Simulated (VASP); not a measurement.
Input of a VASP 6.6.1 run:

File INCAR:

```
SYSTEM = SnGe2
ALGO = Normal ; EDIFF = 1E-6
ENCUT = 520 ; GGA = PE
ISIF = 2 ; ISMEAR = 0
LASPH = .TRUE. ; LCHARG = .FALSE.
LREAL = .FALSE. ; LWAVE = .FALSE.
NBANDS = 28 ; NELM = 80
PREC = Accurate ; SIGMA = 0.1
```

File KPOINTS:

```
k-points
0
G
  6 6 4
  0 0 0
```

Contents of POSCAR:

```
SnGe2
1.0
    4.5918279448     -0.0000000034      0.0000000000
   -2.2959139695      3.9766396517      0.0000000000
    0.0000000000      0.0000000000      3.8275419540
Sn Ge
1 2
Direct
    0.0000000000      0.0000000000      0.0000000000
    0.3333333333      0.6666666667      0.5000000000
    0.6666666667      0.3333333333      0.5000000000
```

Potentials or basis: VASP PAW PBE potentials, release 64 (Sn_d, Ge_d).

Command:

```console
$ cat potpaw_PBE.64/Sn_d/POTCAR potpaw_PBE.64/Ge_d/POTCAR > POTCAR
$ mpirun -np 1 vasp_std > vasp.out
```

(1) Estimate the pressure.

(2) What does it give for the band gap on the k mesh?

Results:

(1) 0.0 GPa.

(2) zero (bands 21 and 22 overlap by 2.33 eV).

Caveat: the k points lie up to 0.41 Å⁻¹ apart, too coarse for converged energies and pressures of a metal; spin-orbit coupling is left out, which moves the levels of the heavy elements.
